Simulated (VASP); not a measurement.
A run of VASP 6.6.1:

File INCAR:

```
ALGO     = Normal         # electronic algorithm
EDIFF    = 1E-6           # SCF threshold, eV
ENCUT    = 500            # plane-wave cutoff, eV
GGA      = PE             # functional
GGA_COMPAT= False        
ISIF     = 2              # what is computed and relaxed
ISMEAR   = -1             # smearing method
ISYM     = 0            
LASPH    = True           # aspherical terms in the spheres
LCHARG   = False          # write CHGCAR
LREAL    = False          # projectors in reciprocal space
LWAVE    = False          # write WAVECAR
NBANDS   = 12             # bands
NELM     = 120            # most SCF steps
PREC     = Accurate       # precision mode
SIGMA    = 0.05           # smearing width, eV
```

File KPOINTS:

```
k-points
0
Gamma
  14 14 16
```

File POSCAR:

```
Ga
1.0
   -1.4132982842      1.4132982842      2.2437620196
    1.4132982842     -1.4132982842      2.2437620196
    1.4132982842      1.4132982842     -2.2437620196
Ga
1
Direct
    0.0000000000      0.0000000000      0.0000000000
```

Potentials or basis: VASP PAW PBE potentials, release 64 (Ga_d).

Launch:

```bash
$ cat potpaw_PBE.64/Ga_d/POTCAR > POTCAR
$ mpirun -np 1 vasp_std > vasp.out
```

Hardware: 1 thread of Oxide Virtual Turin-like Processor, with other jobs on the host.

Q: How long does it take, and how much memory?

A: It took 5.2 min on 1 thread of Oxide Virtual Turin-like Processor (shared host), peak memory 0.37 GiB. Counts: scf iterations 10, k points 1572.
